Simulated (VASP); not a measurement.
Input of a VASP 6.6.1 run:

File INCAR:

```
PREC = Accurate
ENCUT = 600
EDIFF = 1E-6
ISMEAR = 0
SIGMA = 0.01
LREAL = False
LASPH = True
NELM = 100
ALGO = Normal
ISIF = 3
LWAVE = False
LCHARG = False
GGA = PE
IBRION = 2
NSW = 80
EDIFFG = -0.001
PSTRESS = 400.0
```

KPOINTS

```
Automatic mesh
0
Gamma
  10 10 10
```

File POSCAR:

```
BP
1.0
    0.0000000000      2.2741905837      2.2741905837
    2.2741905837      0.0000000000      2.2741905837
    2.2741905837      2.2741905837      0.0000000000
B P
1 1
Direct
    0.0000000000      0.0000000000      0.0000000000
    0.7500000000      0.7500000000      0.7500000000
```

Potentials or basis: VASP PAW PBE potentials, release 64 (B, P).

Launch:

```sh
$ cat potpaw_PBE.64/B/POTCAR potpaw_PBE.64/P/POTCAR > POTCAR
$ mpirun -np 1 vasp_std > vasp.out
```

Question: Predict the space group after relaxing (to 0.05 Å).

Answer: F-43m (No. 216).

Question: Predict the band gap on the k mesh.

Answer: 0.96 eV, indirect (least direct gap 3.73 eV).

Question: Estimate the relaxed cell.

Answer: a = 3.030 Å, b = 3.030 Å, c = 3.030 Å, α = 60.00°, β = 60.00°, γ = 60.00°.

Step by step:
```
step  energy change (eV)  largest force (eV/Å)  pressure (GPa)  volume (Å³)
   1              0.0000                0.0000           -0.22        23.52
   2              3.2630                0.0000          172.45        14.83
   3              0.3449                0.0000           35.69        19.97
   4              0.4000                0.0000           39.15        19.73
   5              0.4177                0.0000           40.21        19.66
   6              0.4096                0.0000           39.74        19.70
   7              0.4140                0.0000           40.00        19.68
```

Caveat: the cell is relaxed towards a set pressure, so the enthalpy falls and the energy may rise; the volume moved by over 15 % at a fixed basis, so the end points are rough. A k mesh can miss the band edges.
